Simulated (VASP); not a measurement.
Runs of VASP 6.6.1 on CdI2. The structure is trigonal, space group P-3m1 (No. 164). The conventional cell has a = 4.248 Å, b = 4.248 Å, c = 6.884 Å, α = 90.00°, β = 90.00°, γ = 120.00°. Within 3.9 Å of Cd (site symmetry -3m) lie 6 I at 2.99 Å. I (site symmetry 3m) has 3 Cd at 2.99 Å within 3.9 Å. 

| level | potentials or basis | k mesh | smearing | gap on the mesh (eV) | pressure (GPa) | largest force (eV/Å) |
| --- | --- | --- | --- | --- | --- | --- |
| PBEsol | VASP PAW PBE potentials, release 64 (Cd, I) | 6 × 6 × 4, shifted | gaussian 0.01 eV | 2.29 | -0.5 | 0.12 |
| PBEsol | VASP PAW PBE potentials, release 64 (Cd, I) | 6 × 6 × 4 | gaussian 0.01 eV | 2.29 | -0.5 | 0.12 |
| PBEsol | VASP PAW PBE potentials, release 64 (Cd, I) | 6 × 6 × 4 | methfessel-paxton 0.05 eV | 2.29 | -0.5 | 0.12 |
| LDA | VASP PAW LDA potentials, release 64 (Cd, I) | 6 × 6 × 4 | gaussian 0.01 eV | 2.20 | (b) | 0.24 |
| PBEsol | VASP PAW PBE potentials, release 64 (Cd, I) | 8 × 8 × 1 | gaussian 0.01 eV | (a) | -0.9 | 0.07 |

Alike in all rows: task single point; no spin polarisation; cell as given; cutoff (eV) 500.

Q: Fill in the values left out.

A: (a) 2.39; (b) -1.9.

Caveats: some runs use coarse meshes; spin-orbit coupling is left out, which moves the levels of the heavy elements; the PAW data sets were made with another functional, which shifts forces and pressure a little (some runs); this functional lacks dispersion, which binds the layers, so the pressure and a relaxed spacing across them are unreliable (some runs).

A k mesh can miss the band edges, and the runs leave out spin-orbit coupling on Cd, I.
